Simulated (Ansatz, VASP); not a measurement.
## Y: VASP beside Ansatz

INCAR

```
SYSTEM = Y
PREC = Accurate
ENCUT = 520
EDIFF = 1E-7
ISMEAR = -1
SIGMA = 0.05
LREAL = .FALSE.
LASPH = .TRUE.
NELM = 100
ALGO = Normal
ISIF = 2
LWAVE = .FALSE.
LCHARG = .FALSE.
GGA = CA
NBANDS = 12
```

Contents of KPOINTS:

```
regular mesh
0
G
  13 13 13
  0 0 0
```

POSCAR

```
Y
1.0
    0.0000000000      2.5098500000      2.4850000000
    2.5098500000      0.0000000000      2.4850000000
    2.5098500000      2.5098500000      0.0000000000
Y
1
Direct
    0.0000000000      0.0000000000      0.0000000000
```

Input for Ansatz:

```yaml
crystal:
  lattice:
    - [0.0, 2.50985, 2.485]
    - [2.50985, 0.0, 2.485]
    - [2.50985, 2.50985, 0.0]
  atoms:
    - { symbol: "Y", position: [0.0, 0.0, 0.0] }
kpoints:
  mp_grid: { grid: [13, 13, 13] }
  band_path:
    path:
      - [0.0, 0.0, 0.0]
      - [0.0, 0.5, 0.5]
      - [0.25, 0.75, 0.5]
      - [0.0, 0.5, 0.0]
      - [0.0, 0.0, 0.0]
      - [0.5, 0.5, 0.0]
      - [0.3775125, 0.6224875, 0.0]
      - [-0.3775125, 0.3775125, 0.0]
      - [0.0, 0.0, 0.0]
    npoints: 5
scf:
  occupations: { method: fermi_dirac, width: 0.05 }
hamiltonian:
  xc: lda
  pseudopotentials: { kind: all_electron, lapw: { basis_error: 0.001 } }
output:
  forces: true
  stress: true
  eigenvalues: true
```

Change from the starting cell: equal xx and yy strain of +1 %.

Alike in both runs: task single point; functional LDA; k mesh 13 × 13 × 13; occupations fermi-dirac, width 0.05 eV; no spin polarisation.

|  | VASP | Ansatz |
| --- | --- | --- |
| version | VASP 6.6.1 | Ansatz 0.2.0 |
| potentials or method | VASP PAW LDA potentials, release 64 (Y_sv), cutoff 520 eV | all-electron LAPW, scalar-relativistic |

|  | VASP | Ansatz | Ansatz less VASP |
| --- | --- | --- | --- |
| pressure (GPa) | -2.6 | -2.5 | +0.13 |
| traceless stress, the component that is largest in VASP (GPa) | 0.21 | 0.21 | -0.001 |

LDA's correlation is that of Perdew and Zunger in VASP and of Perdew and Wang (1992) in Ansatz. Ansatz ran all-electron here, and VASP with PAW potentials.
